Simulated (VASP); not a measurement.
A run of VASP 6.6.1:

POSCAR

```
Ti
1.0
    2.9357319200      0.0000000000      0.0000000000
   -1.4678659600      2.5424184200      0.0000000000
    0.0000000000      0.0000000000      4.6408561500
Ti
2
Direct
    0.3333333300      0.6666666700      0.2500000000
    0.6666666700      0.3333333300      0.7500000000
```

Contents of INCAR.step1:

```
  PREC = Accurate
  ENCUT = 600
  ISMEAR = 0
  SIGMA = 0.1
  LREAL = F
  LASPH = T
  NELM = 80
  GGA = PE
  ALGO = Normal
  EDIFF = 1E-4
  LWAVE = T
  LCHARG = F
```

File INCAR.step2:

```
  PREC = Accurate
  ENCUT = 600
  EDIFF = 1E-6
  ISMEAR = 0
  SIGMA = 0.1
  LREAL = F
  LASPH = T
  NELM = 80
  ALGO = Normal
  ISIF = 3
  LWAVE = F
  LCHARG = F
  METAGGA = R2SCAN
  LMIXTAU = T
  IBRION = 2
  NSW = 100
  EDIFFG = -0.002
  ISTART = 1
```

The input KPOINTS:

```
Automatic mesh
0
Gamma
  15 15 8
```

Potentials or basis: VASP PAW PBE potentials, release 64 (Ti_sv).

Run with:

```console
$ cat potpaw_PBE.64/Ti_sv/POTCAR > POTCAR
$ cp INCAR.step1 INCAR
$ mpirun -np 1 vasp_std > vasp.out
$ cp INCAR.step2 INCAR
$ mpirun -np 1 vasp_std > vasp.out
```

Hardware: 1 thread of Intel Xeon 8259CL, on a shared host.

Question: Estimate the wall time of this run.

Answer: It took 21 min on 1 thread of Intel Xeon 8259CL, with other jobs on the host, peak memory 0.23 GiB. Counts: k points 135, ion steps 7.
